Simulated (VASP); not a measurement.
# Rh (P6_3/mmc) in VASP: a series of runs

Runs on Rh. Level: PBE. Tasks: single point.

All numbers are computed with VASP 6.6.1; they aren't measurements. Logs are shortened: lines on timing, memory, paths and dates and some standing lists are left out, and cuts for length are marked.

### 1 The cell of the first run

Symmetry: P6_3/mmc, No. 194, hexagonal system. The conventional cell has a = 2.689 Å, b = 2.689 Å, c = 4.333 Å, α = 90.00°, β = 90.00°, γ = 120.00°. Within 3.5 Å of Rh (site symmetry -6m2) lie 12 Rh at 2.67 to 2.69 Å.

### 2 Single point, PBE (volume scaled by 0.96)

INCAR reads:

```
PREC = Accurate
ENCUT = 520
EDIFF = 1E-7
ISMEAR = -1
SIGMA = 0.1
LREAL = F
LASPH = T
NELM = 60
ALGO = Normal
ISIF = 2
LWAVE = F
LCHARG = T
GGA = PE
LELF = T
LVHAR = T
NBANDS = 22
```

KPOINTS reads:

```
Automatic mesh
0
Gamma
  22 22 12
```

POSCAR reads:

```
Rh
1.0
    2.6885777491      0.0000000000      0.0000000000
   -1.3442888745      2.3283766308      0.0000000000
    0.0000000000      0.0000000000      4.3329878181
Rh
2
Direct
    0.3333333333      0.6666666667      0.2500000000
    0.6666666667      0.3333333333      0.7500000000
```

Potentials or basis: VASP PAW PBE potentials, release 64 (Rh_pv).

On the command line:

```bash
$ cat potpaw_PBE.64/Rh_pv/POTCAR > POTCAR
$ mpirun -np 1 vasp_std > vasp.out
```

OUTCAR:

```text
PREC = Accurate
   ENCUT = 520
   EDIFF = 1E-7
   ISMEAR = -1
   LREAL = F
   LASPH = T
   NELM = 60
   ISIF = 2
   GGA = PE

 ion  position               nearest neighbor table
   1  0.333  0.667  0.250-   2 2.67   2 2.67   2 2.67   2 2.67   2 2.67   2 2.67
   2  0.667  0.333  0.750-   1 2.67   1 2.67   1 2.67   1 2.67   1 2.67   1 2.67

  LATTYP: Found a hexagonal cell.
 ALAT       =     2.6885777491
 C/A-ratio  =     1.6116282371

  Lattice vectors:

 A1 = (   2.6885777491,   0.0000000000,   0.0000000000)
 A2 = (  -1.3442888745,   2.3283766308,   0.0000000000)
 A3 = (   0.0000000000,   0.0000000000,   4.3329878181)

Analysis of symmetry for initial positions (statically):
=====================================================================
 Subroutine PRICEL returns:
 Original cell was already a primitive cell.

 Routine SETGRP: Setting up the symmetry group for a
 hexagonal supercell.

 Subroutine GETGRP returns: Found 24 space group operations
 (whereof 12 operations were pure point group operations)
 out of a pool of 24 trial point group operations.

The static configuration has the point symmetry D_3d.
 The point group associated with its full space group is D_6h.

Analysis of symmetry for dynamics (positions and initial velocities):
=====================================================================
 Subroutine PRICEL returns:
 Original cell was already a primitive cell.

 Routine SETGRP: Setting up the symmetry group for a
 hexagonal supercell.

 Subroutine GETGRP returns: Found 24 space group operations
 (whereof 12 operations were pure point group operations)
 out of a pool of 24 trial point group operations.

The dynamic configuration has the point symmetry D_3d.
 The point group associated with its full space group is D_6h.

 Subroutine INISYM returns: Found 24 space group operations
 (whereof 12 operations are pure point group operations),
 and found     1 'primitive' translations

----------------------------------------------------------------------------------------

                                     Primitive cell

  volume of cell :      27.1246

  direct lattice vectors                    reciprocal lattice vectors
     2.688577749  0.000000000  0.000000000     0.371943865  0.214741891  0.000000000
    -1.344288874  2.328376631  0.000000000     0.000000000  0.429483781  0.000000000
     0.000000000  0.000000000  4.332987818     0.000000000  0.000000000  0.230787632

  length of vectors
     2.688577749  2.688577749  4.332987818     0.429483781  0.429483781  0.230787632

  position of ions in fractional coordinates (direct lattice)
     0.333333333  0.666666667  0.250000000
     0.666666667  0.333333333  0.750000000

  ion indices of the primitive-cell ions
   primitive index   ion index
                 1           1
                 2           2

----------------------------------------------------------------------------------------

 KPOINTS: Automatic mesh

Automatic generation of k-mesh.
 Grid dimensions read from file:
 generate k-points for:   22   22   12

 Generating k-lattice:

  Cartesian coordinates                     Fractional coordinates (reciprocal lattice)
     0.016906539  0.009760995  0.000000000     0.045454545  0.000000000  0.000000000
     0.000000000  0.019521990  0.000000000     0.000000000  0.045454545  0.000000000
     0.000000000  0.000000000  0.019232303     0.000000000  0.000000000  0.083333333

  Length of vectors
     0.019521990  0.019521990  0.019232303

  Shift w.r.t. Gamma in fractional coordinates (k-lattice)
     0.000000000  0.000000000  0.000000000

 Subroutine IBZKPT returns following result:
 ===========================================

 Found    364 irreducible k-points:

 Following reciprocal coordinates:
            Coordinates               Weight
  0.000000  0.000000  0.000000      1.000000
  0.045455  0.000000  0.000000      6.000000
  0.090909  0.000000  0.000000      6.000000
  0.136364  0.000000  0.000000      6.000000
  0.181818  0.000000  0.000000      6.000000
  0.227273  0.000000  0.000000      6.000000
[... 16 lines left out ...]
  0.090909  0.090909  0.000000      6.000000
  0.136364  0.090909  0.000000     12.000000
 [... further k-points ...]
   k-points           NKPTS =    364   k-points in BZ     NKDIM =    364   number of bands    NBANDS=     22
   number of dos      NEDOS =    301   number of ions     NIONS =      2
   total plane-waves  NPLWV =  12800
   dimension x,y,z NGX =    20 NGY =   20 NGZ =   32
   dimension x,y,z NGXF=    40 NGYF=   40 NGZF=   64
   ions per type =               2
   NGX,Y,Z   is equivalent  to a cutoff of  12.37, 12.37, 12.28 a.u.
   NGXF,Y,Z  is equivalent  to a cutoff of  24.73, 24.73, 24.56 a.u.
 SYSTEM =  unknown system
   PREC   = accura    normal or accurate (medium, high low for compatibility)
   ISTART =      0    job   : 0-new  1-cont  2-samecut
   ICHARG =      2    charge: 1-file 2-atom 10-const
   ISPIN  =      1    spin polarized calculation?
   LNONCOLLINEAR =      F non collinear calculations
   LSORBIT =      F    spin-orbit coupling
   LASPH  =      T    aspherical Exc in radial PAW
   ENCUT  =  520.0 eV  38.22 Ry    6.18 a.u.   5.00  5.00  8.06*2*pi/ulx,y,z
   NELM   =     60;   NELMIN=  2; NELMDL= -5     # of ELM steps
   EDIFF  = 0.1E-06   stopping-criterion for ELM
   LREAL  =      F    real-space projection
   EDIFFG = 0.1E-05   stopping-criterion for IOM
   NSW    =      0    number of steps for IOM
   IBRION =     -1    ionic relax: 0-MD 1-quasi-New 2-CG
   NFREE  =      0    steps in history (QN), initial steepest desc. (CG)
   ISIF   =      2    stress and relaxation
   ISYM   =      2    0-nonsym 1-usesym 2-fastsym
   POTIM  = 0.5000    time-step for ionic-motion
   TEBEG  =    0.0;   TEEND  =   0.0 temperature during run
   PSTRESS=    0.0 pullay stress
   NELECT =      30.0000    total number of electrons
   NUPDOWN=      -1.0000    fix difference up-down
   EMIN   =  10.00;   EMAX   =-10.00  energy-range for DOS
   EFERMI =   0.00;   METHOD = LEGACY
   ISMEAR =    -1;   SIGMA  =   0.10  broadening in eV -4-tet -1-fermi 0-gaus
   EFERMI_NEDOS =   21; number of points for ismear=-14 and -15
   IALGO  =     38    algorithm
   IMIX   =      4    mixing-type and parameters
     AMIX     =   0.40;   BMIX     =  1.00
     AMIX_MAG =   1.60;   BMIX_MAG =  1.00
  volume/ion in A,a.u.               =      13.56        91.52
  Fermi-wavevector in a.u.,A,eV,Ry     =   1.693015  3.199335 38.998378  2.866300
  Thomas-Fermi vector in A             =   2.774497
   LORBIT       =      0    0 simple, 1 ext, 2 COOP (PROOUT), +10 PAW based schemes
   GGA     = PE    functional components
   LHFCALC =     F    Hartree Fock is set to
   AEXX    =    0.0000 exact exchange contribution
   IVDW    =     0    specifies the selected vdW correction
   LEPSILON=     F    determine dielectric tensor
   LRPA    =     F    only Hartree local field effects (RPA)
 non-spin polarized calculation
  energy-cutoff  :      520.00
  volume of cell :       27.12
 maximum number of plane-waves:       760
 NGX is ok and might be reduce to    20
   NGX =  9   NGY =  9   NGZ = 17

 number of electron      30.0000004 magnetization

 Free energy of the ion-electron system (eV)
  ---------------------------------------------------
  ext. energy  EPLUGINS =         0.00000000
  ---------------------------------------------------
  free energy    TOTEN  =       -14.45880904 eV

  energy without entropy =      -14.35198332  energy(sigma->0) =      -14.40539618

 E-fermi :  12.2522     XC(G=0): -14.1179

 val. band max:       12.2498622522   @ k =   0.1364   0.0000   0.3333
 cond. band min:      12.2546893625   @ k =   0.3636   0.2273   0.3333
 fundamental gap:      0.0048271104
 Fermi energy:        12.2522137798

 k-point     1 :       0.0000    0.0000    0.0000
  band No.  band energies     occupation
      1     -35.0211      2.00000
      2     -34.3334      2.00000
      3     -34.3334      2.00000
      4     -34.2283      2.00000
      5     -34.2192      2.00000
      6     -34.2192      2.00000
[... 14 lines left out ...]
     21      30.4419      0.00000
     22      31.0461      0.00000

 k-point     2 :       0.0455    0.0000    0.0000
  band No.  band energies     occupation
      1     -35.0160      2.00000
      2     -34.3448      2.00000
      3     -34.3372      2.00000
      4     -34.2311      2.00000
      5     -34.2304      2.00000
      6     -34.2210      2.00000
[... 14 lines left out ...]
     21      30.5278      0.00000
     22      31.1239      0.00000

 k-point     3 :       0.0909    0.0000    0.0000
  band No.  band energies     occupation
      1     -35.0010      2.00000
      2     -34.3782      2.00000
      3     -34.3480      2.00000
      4     -34.2657      2.00000
      5     -34.2368      2.00000
      6     -34.2262      2.00000
[... 14 lines left out ...]
     21      30.7662      0.00000
     22      31.2502      0.00000

 k-point     4 :       0.1364    0.0000    0.0000
  band No.  band energies     occupation
      1     -34.9767      2.00000
      2     -34.4307      2.00000
      3     -34.3649      2.00000
      4     -34.3197      2.00000
      5     -34.2476      2.00000
      6     -34.2347      2.00000
[... 14 lines left out ...]
     21      31.0722      0.00000
     22      31.0989      0.00000

 k-point     5 :       0.1818    0.0000    0.0000
  band No.  band energies     occupation
      1     -34.9442      2.00000
      2     -34.4984      2.00000
      3     -34.3881      2.00000
      4     -34.3861      2.00000
      5     -34.2627      2.00000
      6     -34.2460      2.00000
[... 14 lines left out ...]
     21      30.9640      0.00000
     22      31.0876      0.00000

 k-point     6 :       0.2273    0.0000    0.0000
  band No.  band energies     occupation
      1     -34.9048      2.00000
      2     -34.5756      2.00000
      3     -34.4648      2.00000
      4     -34.4098      2.00000
      5     -34.2822      2.00000
      6     -34.2592      2.00000
[... 14 lines left out ...]
     21      29.9308      0.00000
     22      30.0970      0.00000

 k-point     7 :       0.2727    0.0000    0.0000
  band No.  band energies     occupation
      1     -34.8604      2.00000
      2     -34.6561      2.00000
      3     -34.5435      2.00000
      4     -34.4340      2.00000
      5     -34.3058      2.00000
      6     -34.2733      2.00000
[... 324 lines left out ...]
      6     -34.3119      2.00000
[... 14 lines left out ...]
     21      26.0913      0.00000
     22      27.5058      0.00000

 k-point    21 :       0.4091    0.0455    0.0000
  band No.  band energies     occupation
      1     -34.8700      2.00000
      2     -34.7470      2.00000
      3     -34.7036      2.00000
      4     -34.5035      2.00000
      5     -34.4056      2.00000
      6     -34.3202      2.00000
[... 14 lines left out ...]
     21      25.4812      0.00000
     22      26.9960      0.00000

 k-point    22 :       0.4545    0.0455    0.0000
  band No.  band energies     occupation
      1     -34.8923      2.00000
      2     -34.7671      2.00000
      3     -34.6806      2.00000
      4     -34.5105      2.00000
      5     -34.4228      2.00000
      6     -34.3245      2.00000
[... 14 lines left out ...]
     21      25.1482      0.00000
     22      26.6644      0.00000

 k-point    23 :       0.0909    0.0909    0.0000
  band No.  band energies     occupation
      1     -34.9625      2.00000
      2     -34.4516      2.00000
      3     -34.3989      2.00000
      4     -34.3279      2.00000
      5     -34.2541      2.00000
      6     -34.2463      2.00000
[... 14 lines left out ...]
     21      30.2687      0.00000
     22      31.2902      0.00000

 k-point    24 :       0.1364    0.0909    0.0000
  band No.  band energies     occupation
      1     -34.9306      2.00000
      2     -34.5097      2.00000
      3     -34.4514      2.00000
      4     -34.3627      2.00000
      5     -34.2693      2.00000
      6     -34.2623      2.00000
[... 14 lines left out ...]
     21      29.1937      0.00000
     22      30.9726      0.00000

 [... further k-points ...]
[... 5 lines left out ...]
  --------------------------------------------------------------------------------------
  -------------------------------------------------------------------------------------
  Total        1.9054387      1.9054387      1.9946961      0.0000000     -0.0000000      0.0000000
  in kB      112.5491614    112.5491614    117.8213579      0.0000000     -0.0000000      0.0000000
  external PRESSURE =     114.3065602 kB  Pullay stress =       0.0000000 kB

 VOLUME and BASIS-vectors are now :
 -----------------------------------------------------------------------------
  energy-cutoff  :      520.00
  volume of cell :       27.12
      direct lattice vectors                 reciprocal lattice vectors
     2.688577749  0.000000000  0.000000000     0.371943865  0.214741891  0.000000000
    -1.344288874  2.328376631  0.000000000     0.000000000  0.429483781  0.000000000
     0.000000000  0.000000000  4.332987818     0.000000000  0.000000000  0.230787632

 POSITION                                       TOTAL-FORCE (eV/Angst)
 -----------------------------------------------------------------------------------
     -0.00000      1.55225      1.08325        -0.000000     -0.000000      0.000000
      1.34429      0.77613      3.24974         0.000000      0.000000      0.000000
 -----------------------------------------------------------------------------------
    total drift:                                0.000000     -0.000000      0.000000

  FREE ENERGIE OF THE ION-ELECTRON SYSTEM (eV)
  ---------------------------------------------------
  free  energy   TOTEN  =       -14.4588090378 eV

  energy  without entropy=      -14.3519833196  energy(sigma->0) =      -14.40539618
```

It took 63 s on 1 thread of AMD EPYC 9R45 (Zen 5), shared host; peak memory 0.24 GiB.

What came out:

| Quantity | Value |
| --- | --- |
| Free energy | -14.4588 eV |
| Pressure | 11.4 GPa |
| Band gap on the k mesh | zero (band 15 reaches 12.91 eV, above the bottom of band 16 at 10.48 eV) |

Caveat: the cell differs from its parent crystal (volume scaled by 0.96).

### 3 Single point, PBE

This run uses another cell than the first one, of 14.13 Å³/atom, 1.042 times its volume.

INCAR reads:

```
ALGO     = Normal         # electronic algorithm
EDIFF    = 1E-6           # SCF threshold, eV
ENCUT    = 520            # plane-wave cutoff, eV
GGA      = PE             # functional
ISIF     = 2              # what is computed and relaxed
ISMEAR   = -1             # smearing method
LASPH    = True           # aspherical terms in the spheres
LCHARG   = True           # write CHGCAR
LELF     = True           # ELF
LREAL    = False          # projectors in reciprocal space
LVHAR    = True         
LWAVE    = False          # write WAVECAR
NBANDS   = 22             # bands
NELM     = 80             # most SCF steps
PREC     = Accurate       # precision mode
SIGMA    = 0.1            # smearing width, eV
```

KPOINTS reads:

```
k-points
0
Gamma
  22 22 12
```

POSCAR reads:

```
Rh
1.0
    2.7254121585      0.0000000000      0.0000000000
   -1.3627060792      2.3602761651      0.0000000000
    0.0000000000      0.0000000000      4.3923511923
Rh
2
Direct
    0.3333333333      0.6666666667      0.2500000000
    0.6666666667      0.3333333333      0.7500000000
```

Potentials or basis: VASP PAW PBE potentials, release 64 (Rh_pv).

On the command line:

```bash
$ cat potpaw_PBE.64/Rh_pv/POTCAR > POTCAR
$ mpirun -np 1 vasp_std > vasp.out
```

Wall time 69 s (1 thread of AMD EPYC 9R45 (Zen 5), shared host); peak memory 0.25 GiB.

The run converged. Its results:

| Quantity | Value |
| --- | --- |
| Free energy | -14.4982 eV |
| Pressure | 0.0 GPa |
| Band gap on the k mesh | zero (band 15 reaches 12.12 eV, above the bottom of band 16 at 9.84 eV) |

Stress tensor (GPa, compression positive):
```
-0.06  0.00  0.00
 0.00 -0.06  0.00
 0.00  0.00  0.06
```

Levels at points of the mesh, in eV from the Fermi level:
| k point | band 11 | band 12 | band 13 | band 14 | band 15 | band 16 | band 17 | band 18 | band 19 | band 20 |
| --- | --- | --- | --- | --- | --- | --- | --- | --- | --- | --- |
| (0.00, 0.00, 0.00) | -2.90 | -2.40 | -2.40 | -1.85 | -1.85 | 0.14 | 0.14 | 0.80 | 8.42 | 15.86 |
| (0.50, 0.00, 0.00) | -2.58 | -2.13 | -2.08 | 0.39 | 0.62 | 0.69 | 2.95 | 5.00 | 10.17 | 10.65 |
| (0.00, 0.00, 0.50) | -3.02 | -3.02 | -3.02 | -3.02 | -0.41 | -0.41 | -0.41 | -0.41 | 14.77 | 14.77 |
| (0.50, 0.00, 0.50) | -1.61 | -1.61 | -0.28 | -0.28 | 0.57 | 0.57 | 2.64 | 2.64 | 9.08 | 9.08 |
